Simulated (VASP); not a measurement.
SnSe2 (1T):

```
Sn Se
1.0
     3.81100    0.00000    0.00000
    -1.90550    3.30042    0.00000
     0.00000    0.00000    6.13700
Sn Se
1 2
Direct
  0.00000 0.00000 0.00000
  0.33333 0.66667 0.25000
  0.66667 0.33333 0.75000
```

| Quantity | Value |
| --- | --- |
| Program | VASP 6.6.1 |
| Task | relaxation of cell and atoms |
| Functional | PBE |
| Dispersion | D3(BJ) |
| Potentials or basis | VASP PAW PBE potentials, release 64 (Sn_d, Se) |
| Cutoff | 600 eV |
| k mesh | 15 × 15 × 9 |
| Occupations | gaussian, width 0.03 eV |
| Spin | no spin polarisation |

At the start: pressure 3.1 GPa; volume 25.73 Å³/atom.

Task: Where does the relaxation end?

Result: Over 19 steps the energy falls by 19.3 meV/atom and the volume is 25.58 Å³/atom (-0.6 %); space group P-3m1 (No. 164, to 0.05 Å).

The path:
| step | energy change (eV) | largest force (eV/Å) | pressure (GPa) | volume (Å³) |
| --- | --- | --- | --- | --- |
| 1 | 0.0000 | 0.7490 | 3.05 | 77.19 |
| 2 | -0.0168 | 0.2639 | -2.66 | 82.80 |
| 3 | -0.0437 | 0.1526 | -0.39 | 80.24 |
| 4 | -0.0437 | 0.1633 | -0.31 | 80.18 |
| 5 | -0.0470 | 0.1220 | -0.20 | 79.69 |
| 6 | -0.0488 | 0.0736 | -0.04 | 79.13 |
| 7 | -0.0489 | 0.0586 | 0.02 | 78.96 |
| 8 | -0.0508 | 0.0397 | -0.06 | 78.74 |
| 9 | -0.0551 | 0.0152 | -0.28 | 78.09 |
| 10 | -0.0561 | 0.1189 | -0.54 | 76.75 |
| 11 | -0.0570 | 0.0703 | -0.41 | 77.34 |
| 12 | -0.0578 | 0.0120 | 0.16 | 76.48 |
| 13 | -0.0579 | 0.0060 | 0.05 | 76.67 |
| 14 | -0.0579 | 0.0086 | 0.01 | 76.70 |
| 15 | -0.0579 | 0.0073 | 0.03 | 76.68 |
| 16 | -0.0579 | 0.0042 | 0.00 | 76.71 |
| 17 | -0.0579 | 0.0029 | -0.01 | 76.73 |
| 18 | -0.0579 | 0.0012 | -0.03 | 76.76 |
| 19 | -0.0579 | 0.0015 | 0.00 | 76.74 |

Final structure:
```
Sn Se
1.0
     3.84156    0.00000    0.00000
    -1.92078    3.32689    0.00000
     0.00000    0.00000    6.00424
Sn Se
1 2
Direct
  0.00000 0.00000 0.00000
  0.33333 0.66667 0.26561
  0.66667 0.33333 0.73439
```
